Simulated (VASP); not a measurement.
Runs of VASP 6.6.1 on SiC. The structure is that of space group Fmm2 (No. 42), or close to it. The cells are those of the table. 

```tsv
task	cell	k mesh	cutoff (eV)	smearing	gap on the mesh (eV)	pressure (GPa)	relaxed volume (Å³/atom)	largest force (eV/Å)
relaxation of cell and atoms	relaxed from a = 4.742, b = 3.095, c = 4.210 Å, angles 79.4, 39.9, 60.7°, 2 atoms	10 × 10 × 10	600	gaussian 0.02 eV	1.44	0.0	(a)	-
single point	a = 4.742, b = 3.095, c = 4.210 Å, angles 79.4, 39.9, 60.7°, 2 atoms	8 × 8 × 8	520	gaussian 0.1 eV	1.38	0.0	-	-
single point	a = 4.742, b = 3.095, c = 4.210 Å, angles 79.4, 39.9, 60.7°, 2 atoms	10 × 10 × 10	520	gaussian 0.02 eV	1.44	0.0	-	-
single point	a = 4.641, b = 2.874, c = 4.172 Å, angles 80.1, 37.6, 62.3°, 2 atoms	8 × 8 × 8	520	gaussian 0.1 eV	1.85	42.0	-	0.02
relaxation of cell and atoms	relaxed from a = 4.641, b = 2.874, c = 4.172 Å, angles 80.1, 37.6, 62.3°, 2 atoms	8 × 8 × 8	600	gaussian 0.1 eV	1.38	0.0	16.27	0.02
```

Alike in all rows: level PBE; potentials or basis VASP PAW PBE potentials, release 64 (Si, C); no spin polarisation.

Q: Estimate the missing entries.

A: (a) 16.25.

Caveats: the volume moved by over 15 % at a fixed basis, so the end points are rough (some runs).

A k mesh can miss the band edges.
